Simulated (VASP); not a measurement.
# HC6 in VASP: a series of runs

Runs on HC6. Level: LDA. Tasks: single point.

Everything below comes from runs of VASP 6.6.1. Logs are shortened: lines on timing, memory, paths and dates and some standing lists are left out, and cuts for length are marked.

## (1) The cell of the first run

The cell holds a wire or tube with vacuum around it, 14 atoms: a = 4.890 Å, b = 8.870 Å, c = 22.747 Å, α = 90.00°, β = 90.00°, γ = 97.92°.

## (2) Single point, LDA

INCAR

```
  ALGO = Normal
  DIPOL = 0.5 0.5 0.301
  EDIFF = 1E-6
  ENCUT = 520
  GGA = CA
  IDIPOL = 3
  ISIF = 2
  ISMEAR = 0
  LASPH = T
  LCHARG = F
  LDIPOL = T
  LREAL = F
  LWAVE = F
  NBANDS = 38
  NELM = 100
  PREC = Accurate
  SIGMA = 0.1
```

KPOINTS

```
k-points
0
Gamma
  6 3 1
```

POSCAR

```
HC6
1.0
    4.8895256614      0.0000000000      0.0000000000
   -1.2223814153      8.7849592876      0.0000000000
    0.0000000000      0.0000000000     22.7474729025
C H
12 2
Direct
    0.0193612757      0.0774451030      0.1758437088
    0.5193612758      0.0774451030      0.1758437088
    0.2742015947      0.0968063788      0.2059542860
    0.7742015947      0.0968063788      0.2059542860
    0.2838822326      0.1355289303      0.2661754406
    0.7838822326      0.1355289303      0.2661754406
    0.0386279421      0.1545151615      0.2955067254
    0.5386279421      0.1545151615      0.2955067254
    0.0488684834      0.1954807970      0.3583587359
    0.5488684834      0.1954807970      0.3583587359
    0.3031723044      0.2126952264      0.3845470194
    0.8031723044      0.2126952264      0.3845470194
    0.0488684834      0.1532015300      0.4183969333
    0.0488684834      0.2377600640      0.4183969333
```

Potentials or basis: VASP PAW LDA potentials, release 64 (C, H).

On the command line:

```
$ cat potpaw_LDA.64/C/POTCAR potpaw_LDA.64/H/POTCAR > POTCAR
$ mpirun -np 1 vasp_std > vasp.out
```

OUTCAR:

```text
EDIFF = 1E-6
   ENCUT = 520
   GGA = CA
   ISIF = 2
   ISMEAR = 0
   LASPH = T
   LREAL = F
   NELM = 100
   PREC = Accurate

 ion  position               nearest neighbor table
   1  0.019  0.077  0.176-   4 1.41   3 1.41
   2  0.519  0.077  0.176-   4 1.41   3 1.41
   3  0.274  0.097  0.206-   2 1.41   1 1.41   5 1.41
   4  0.774  0.097  0.206-   1 1.41   2 1.41   6 1.41
   5  0.284  0.136  0.266-   8 1.40   7 1.40   3 1.41
   6  0.784  0.136  0.266-   7 1.40   8 1.40   4 1.41
   7  0.039  0.155  0.296-   6 1.40   5 1.40   9 1.47
   8  0.539  0.155  0.296-   5 1.40   6 1.40  10 1.47
   9  0.049  0.195  0.358-  12 1.37  11 1.37  14 1.42  13 1.42   7 1.47
  10  0.549  0.195  0.358-  11 1.37  12 1.37   8 1.47
  11  0.303  0.213  0.385-  10 1.37   9 1.37
  12  0.803  0.213  0.385-   9 1.37  10 1.37  14 1.42
  13  0.049  0.153  0.418-  14 0.75   9 1.42
  14  0.049  0.238  0.418-  13 0.75   9 1.42  12 1.42

  LATTYP: Found a simple monoclinic cell.
 ALAT       =     4.8895256614
 B/A-ratio  =     4.6522862293
 C/A-ratio  =     1.8139991911
 COS(beta)  =    -0.1378170405

  Lattice vectors:

 A1 = (   4.8895256614,   0.0000000000,   0.0000000000)
 A2 = (   0.0000000000,   0.0000000000, -22.7474729025)
 A3 = (  -1.2223814153,   8.7849592876,   0.0000000000)

Analysis of symmetry for initial positions (statically):
=====================================================================
 Subroutine PRICEL returns:
 Original cell was already a primitive cell.

 Routine SETGRP: Setting up the symmetry group for a
 simple monoclinic supercell.

 Subroutine GETGRP returns: Found  1 space group operations
 (whereof  1 operations were pure point group operations)
 out of a pool of  4 trial point group operations.

The static configuration has the point symmetry C_1 .

Analysis of symmetry for dynamics (positions and initial velocities):
=====================================================================
 Subroutine PRICEL returns:
 Original cell was already a primitive cell.

 Routine SETGRP: Setting up the symmetry group for a
 simple monoclinic supercell.

 Subroutine GETGRP returns: Found  1 space group operations
 (whereof  1 operations were pure point group operations)
 out of a pool of  4 trial point group operations.

The dynamic configuration has the point symmetry C_1 .

 Subroutine INISYM returns: Found  1 space group operations
 (whereof  1 operations are pure point group operations),
 and found     1 'primitive' translations

----------------------------------------------------------------------------------------

                                     Primitive cell

  volume of cell :     977.1014

  direct lattice vectors                    reciprocal lattice vectors
     4.889525661  0.000000000  0.000000000     0.204518816  0.028457730  0.000000000
    -1.222381415  8.784959288  0.000000000     0.000000000  0.113830920  0.000000000
     0.000000000  0.000000000 22.747472903     0.000000000  0.000000000  0.043960927

  length of vectors
     4.889525661  8.869595594 22.747472903     0.206489197  0.113830920  0.043960927

  position of ions in fractional coordinates (direct lattice)
     0.019361276  0.077445103  0.175843709
     0.519361276  0.077445103  0.175843709
     0.274201595  0.096806379  0.205954286
     0.774201595  0.096806379  0.205954286
     0.283882233  0.135528930  0.266175441
     0.783882233  0.135528930  0.266175441
     0.038627942  0.154515162  0.295506725
     0.538627942  0.154515162  0.295506725
     0.048868483  0.195480797  0.358358736
     0.548868483  0.195480797  0.358358736
     0.303172304  0.212695226  0.384547019
     0.803172304  0.212695226  0.384547019
     0.048868483  0.153201530  0.418396933
     0.048868483  0.237760064  0.418396933

  ion indices of the primitive-cell ions
   primitive index   ion index
                 1           1
                 2           2
                 3           3
                 4           4
                 5           5
                 6           6
                 7           7
                 8           8
                 9           9
                10          10
                11          11
                12          12
                13          13
                14          14

----------------------------------------------------------------------------------------

 KPOINTS: k-points

Automatic generation of k-mesh.
 Grid dimensions read from file:
 generate k-points for:    6    3    1

 Generating k-lattice:

  Cartesian coordinates                     Fractional coordinates (reciprocal lattice)
     0.034086469  0.004742955  0.000000000     0.166666667  0.000000000  0.000000000
     0.000000000  0.037943640  0.000000000     0.000000000  0.333333333  0.000000000
     0.000000000  0.000000000  0.043960927     0.000000000  0.000000000  1.000000000

  Length of vectors
     0.034414866  0.037943640  0.043960927

  Shift w.r.t. Gamma in fractional coordinates (k-lattice)
     0.000000000  0.000000000  0.000000000

 Subroutine IBZKPT returns following result:
 ===========================================

 Found     10 irreducible k-points:

 Following reciprocal coordinates:
            Coordinates               Weight
  0.000000  0.000000  0.000000      1.000000
  0.166667  0.000000  0.000000      2.000000
  0.333333  0.000000  0.000000      2.000000
  0.500000  0.000000  0.000000      1.000000
  0.000000  0.333333  0.000000      2.000000
  0.166667  0.333333  0.000000      2.000000
  0.333333  0.333333  0.000000      2.000000
  0.500000  0.333333  0.000000      2.000000
 -0.333333  0.333333  0.000000      2.000000
 -0.166667  0.333333  0.000000      2.000000
   k-points           NKPTS =     10   k-points in BZ     NKDIM =     10   number of bands    NBANDS=     38
   number of dos      NEDOS =    301   number of ions     NIONS =     14
   total plane-waves  NPLWV = 453600
   dimension x,y,z NGX =    36 NGY =   70 NGZ =  180
   dimension x,y,z NGXF=    72 NGYF=  140 NGZF=  360
   ions per type =              12   2
   NGX,Y,Z   is equivalent  to a cutoff of  12.24, 13.12, 13.15 a.u.
   NGXF,Y,Z  is equivalent  to a cutoff of  24.48, 26.24, 26.31 a.u.
 SYSTEM =  unknown system
   PREC   = accura    normal or accurate (medium, high low for compatibility)
   ISTART =      0    job   : 0-new  1-cont  2-samecut
   ICHARG =      2    charge: 1-file 2-atom 10-const
   ISPIN  =      1    spin polarized calculation?
   LNONCOLLINEAR =      F non collinear calculations
   LSORBIT =      F    spin-orbit coupling
   LASPH  =      T    aspherical Exc in radial PAW
   ENCUT  =  520.0 eV  38.22 Ry    6.18 a.u.   9.09 16.49 42.30*2*pi/ulx,y,z
   NELM   =    100;   NELMIN=  2; NELMDL= -5     # of ELM steps
   EDIFF  = 0.1E-05   stopping-criterion for ELM
   LREAL  =      F    real-space projection
[... 7 lines left out ...]
   TEBEG  =    0.0;   TEEND  =   0.0 temperature during run
   PSTRESS=    0.0 pullay stress
   NELECT =      50.0000    total number of electrons
   NUPDOWN=      -1.0000    fix difference up-down
   EMIN   =  10.00;   EMAX   =-10.00  energy-range for DOS
   EFERMI =   0.00;   METHOD = LEGACY
   ISMEAR =     0;   SIGMA  =   0.10  broadening in eV -4-tet -1-fermi 0-gaus
   EFERMI_NEDOS =   21; number of points for ismear=-14 and -15
   IALGO  =     38    algorithm
   IMIX   =      4    mixing-type and parameters
     AMIX     =   0.40;   BMIX     =  1.00
     AMIX_MAG =   1.60;   BMIX_MAG =  1.00
  volume/ion in A,a.u.               =      69.79       470.99
  Fermi-wavevector in a.u.,A,eV,Ry     =   0.607787  1.148551  5.026066  0.369405
  Thomas-Fermi vector in A             =   1.662378
   LORBIT       =      0    0 simple, 1 ext, 2 COOP (PROOUT), +10 PAW based schemes
   GGA     = CA    functional components
   LHFCALC =     F    Hartree Fock is set to
   AEXX    =    0.0000 exact exchange contribution
   IVDW    =     0    specifies the selected vdW correction
   LEPSILON=     F    determine dielectric tensor
   LRPA    =     F    only Hartree local field effects (RPA)
 non-spin polarized calculation
 Gauss-broadening in eV      SIGMA  =   0.10
  energy-cutoff  :      520.00
  volume of cell :      977.10
 maximum number of plane-waves:     26378
   NGX = 19   NGY = 33   NGZ = 85

 dipolmoment           0.000000      0.000000      0.212434 electrons x Angstroem

 number of electron      49.9999997 magnetization

 dipolmoment           0.000000      0.000000     -0.252747 electrons x Angstroem

 Free energy of the ion-electron system (eV)
  ---------------------------------------------------
  ext. energy  EPLUGINS =         0.00000000
  ---------------------------------------------------
  free energy    TOTEN  =      -111.78880394 eV

  energy without entropy =     -111.70650929  energy(sigma->0) =     -111.74765661

 E-fermi :  -4.4489     XC(G=0):  -1.8542

 val. band max:       -4.4765842187   @ k =   0.0000   0.3333   0.0000
 cond. band min:      -4.4372180170   @ k =   0.1667   0.0000   0.0000
 fundamental gap:      0.0393662017
 Fermi energy:        -4.4489356427

 k-point     1 :       0.0000    0.0000    0.0000
  band No.  band energies     occupation
      1     -23.5741      2.00000
      2     -22.3909      2.00000
      3     -20.2046      2.00000
      4     -18.9573      2.00000
      5     -18.9086      2.00000
      6     -17.8422      2.00000
[... 29 lines left out ...]
     36       1.4852      0.00000
     37       1.7926      0.00000
[... 328 lines left out ...]
      6     -17.3915      2.00000
[... 29 lines left out ...]
     36       1.5175      0.00000
     37       1.7591      0.00000
 [bands above 37 left out]

------------------------ aborting loop because EDIFF is reached ----------------------------------------

 vacuum level on the upper side and lower side of the slab       (xc-potential included)        -0.555         0.489

  FORCE on cell =-STRESS in cart. coord.  units (eV):
  Direction    XX          YY          ZZ          XY          YZ          ZX
  --------------------------------------------------------------------------------------
  -------------------------------------------------------------------------------------
  Total        0.2427403      4.0099112     13.3327281     -1.1467373      1.2105437     -0.1016365
  in kB        0.3980272      6.5751505     21.8620038     -1.8803335      1.9849585     -0.1666559
  external PRESSURE =       9.6117272 kB  Pullay stress =       0.0000000 kB

 VOLUME and BASIS-vectors are now :
 -----------------------------------------------------------------------------
  energy-cutoff  :      520.00
  volume of cell :      977.10
      direct lattice vectors                 reciprocal lattice vectors
     4.889525661  0.000000000  0.000000000     0.204518816  0.028457730  0.000000000
    -1.222381415  8.784959288  0.000000000     0.000000000  0.113830920  0.000000000
     0.000000000  0.000000000 22.747472903     0.000000000  0.000000000  0.043960927

 POSITION                                       TOTAL-FORCE (eV/Angst)
 -----------------------------------------------------------------------------------
     -0.00000      0.68035      4.00000         0.004621      0.461759      2.090557
      2.44476      0.68035      4.00000         0.000154      0.541609      2.018619
      1.22238      0.85044      4.68494        -0.005912     -0.861622     -3.430586
      3.66714      0.85044      4.68494         0.000053     -0.884794     -3.449862
      1.22238      1.19062      6.05482        -0.141347      0.210861      0.994079
      3.66714      1.19062      6.05482         0.147432      0.230891      1.005417
     -0.00000      1.35741      6.72203        -0.000158      0.481554      0.167432
      2.44476      1.35741      6.72203         0.003668      0.401386      0.938570
     -0.00001      1.71729      8.15176         0.001281     -1.032557    -10.451876
      2.44475      1.71729      8.15176         0.061490     -0.506093     -0.806522
      1.22237      1.86852      8.74747        -1.858873     -0.279969      1.659077
      3.66714      1.86852      8.74747         1.841273      0.007071      1.552177
      0.05167      1.34587      9.51747         1.509229     -5.087893      3.230983
     -0.05169      2.08871      9.51747        -1.562910      6.317797      4.481935
 -----------------------------------------------------------------------------------
    total drift:                                0.000580      0.000256     -0.000093

  FREE ENERGIE OF THE ION-ELECTRON SYSTEM (eV)
  ---------------------------------------------------
  free  energy   TOTEN  =      -111.7888039385 eV

  energy  without entropy=     -111.7065092911  energy(sigma->0) =     -111.74765661

 vacuum level on the upper side and lower side of the slab         0.660         1.726
```

Run time: 24 min. Hardware: 1 thread of Intel Xeon 8259CL, shared host; peak memory 0.79 GiB.

Results:

| Item | Value |
| --- | --- |
| Free energy | -111.7888 eV |
| Largest force | 10.503 eV/Å |
| Band gap on the k mesh | zero (bands 25 and 26 overlap by 0.05 eV) |

Forces in eV/Å, atoms in the order of the input:
```
C     0.005   0.462   2.091
C     0.000   0.542   2.019
C    -0.006  -0.862  -3.431
C     0.000  -0.885  -3.450
C    -0.141   0.211   0.994
C     0.147   0.231   1.005
C     0.000   0.482   0.167
C     0.004   0.401   0.939
C     0.001  -1.033 -10.452
C     0.061  -0.506  -0.807
C    -1.859  -0.280   1.659
C     1.841   0.007   1.552
H     1.509  -5.088   3.231
H    -1.563   6.318   4.482
```

(Continued in part 2 of 3.)

The gap in the log of VASP goes by the Fermi energy; the results here count the filled bands.